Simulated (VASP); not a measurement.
Runs of VASP 6.6.1 on Si3N4. The structure is that of space group P6_3/m (No. 176), or close to it. The cells are those of the table. 

| level | cell | smearing | gap on the mesh (eV) | pressure (GPa) | largest force (eV/Å) |
| --- | --- | --- | --- | --- | --- |
| PBE | a = 7.682, b = 7.682, c = 2.935 Å, angles 90.0, 90.0, 120.0°, 14 atoms | fermi-dirac 0.02 eV | 4.22 | (a) | 0.04 |
| r2SCAN | a = 7.377, b = 7.377, c = 2.818 Å, angles 90.0, 90.0, 120.0°, 14 atoms | gaussian 0.01 eV | 5.38 | 27.5 | - |
| PBE | a = 7.834, b = 7.834, c = 2.993 Å, angles 90.0, 90.0, 120.0°, 14 atoms | fermi-dirac 0.02 eV | 3.94 | (b) | 0.03 |
| PBE | a = 7.758, b = 7.758, c = 2.964 Å, angles 90.0, 90.0, 120.0°, 14 atoms | fermi-dirac 0.02 eV | 4.11 | (c) | 0.03 |
| PBE | a = 7.606, b = 7.606, c = 2.906 Å, angles 90.0, 90.0, 120.0°, 14 atoms | fermi-dirac 0.02 eV | 4.34 | 5.4 | 0.04 |

Alike in all rows: task single point; potentials or basis VASP PAW PBE potentials, release 64 (Si, N); no spin polarisation; k mesh 6 × 6 × 8; cutoff (eV) 520.

Problem. Fill in the values left out.

Solution. (a) -1.9; (b) -13.8; (c) -8.2.

Caveats: the PAW data sets were made with another functional, which shifts forces and pressure a little (some runs).

A k mesh can miss the band edges.
